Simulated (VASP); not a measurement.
Crystal: Co.

```
Co
1.0
     2.50540    0.00000    0.00000
    -1.25270    2.16974    0.00000
     0.00000    0.00000    4.08930
Co
2
Direct
  0.33333 0.66667 0.25000
  0.66667 0.33333 0.75000
```

Base run:

| Quantity | Value |
| --- | --- |
| Program | VASP 6.6.1 |
| Functional | PBE |
| Potentials or basis | VASP PAW PBE potentials, release 64 (Co) |
| Cutoff | 520 eV |
| k mesh | 11 × 11 × 6 |
| Occupations | fermi-dirac, width 0.1 eV |
| Spin | collinear spin, antiferromagnetic start |
| Starting moments | [3.0, -3.0] μB |

Its results: band gap on the k mesh zero (filled and empty bands overlap); pressure -10.8 GPa.

Question: The run is repeated on the same cell with these changes: spin from collinear spin, antiferromagnetic start to no spin polarisation; further incar settings from ALGO = Normal; EDIFF = 1e-06; NBANDS = 20 to ALGO = Normal; EDIFF = 1e-06; NBANDS = 16. What comes out?

Answer: Band gap on the k mesh zero (bands 9 and 10 overlap by 1.30 eV); pressure -15.0 GPa.

Caveats: the cell stands under tension; the antiferromagnetic order is the one typed at the start, and another may lie lower (at least some runs).
